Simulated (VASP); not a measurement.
Runs of VASP 6.6.1 on ScSiS3. The structure is that of space group Pm-3m (No. 221), or close to it. The cells are those of the table. The cell was generated, and may not be a known phase.

| task | spin | cell | k mesh | cutoff (eV) | gap on the mesh (eV) | pressure (GPa) | relaxed volume (Å³/atom) |
| --- | --- | --- | --- | --- | --- | --- | --- |
| single point | off | a = 4.522 Å, 5 atoms | 8 × 8 × 8 | 520 | none | -0.1 | - |
| relaxation of cell and atoms | off | relaxed from a = 4.516 Å, 5 atoms | 8 × 8 × 8 | 600 | none | 0.0 | 18.48 |
| single point | off | a = 4.516 Å, 5 atoms | 4 × 4 × 4 | 520 | none | 0.1 | - |
| single point | off | a = 4.623 Å, 5 atoms | 4 × 4 × 4 | 520 | none | (a) | - |
| single point | collinear | a = 4.516 Å, 5 atoms | 4 × 4 × 4 | 520 | none | 0.1 | - |
| relaxation of cell and atoms | off | relaxed from a = 4.623 Å, 5 atoms | 4 × 4 × 4 | 600 | - | 0.0 | 18.45 |

Alike in all rows: level PBE; potentials or basis VASP PAW PBE potentials, release 64 (Sc_sv, Si, S); smearing gaussian 0.1 eV.

Task: Estimate the missing entries.

Result: (a) -5.1.

Caveats: the highest band is partly filled, so the run has too few bands (at least some runs); the cell stands under tension (at least some runs).

A gap of «none» marks levels without a gap at the run's occupations.
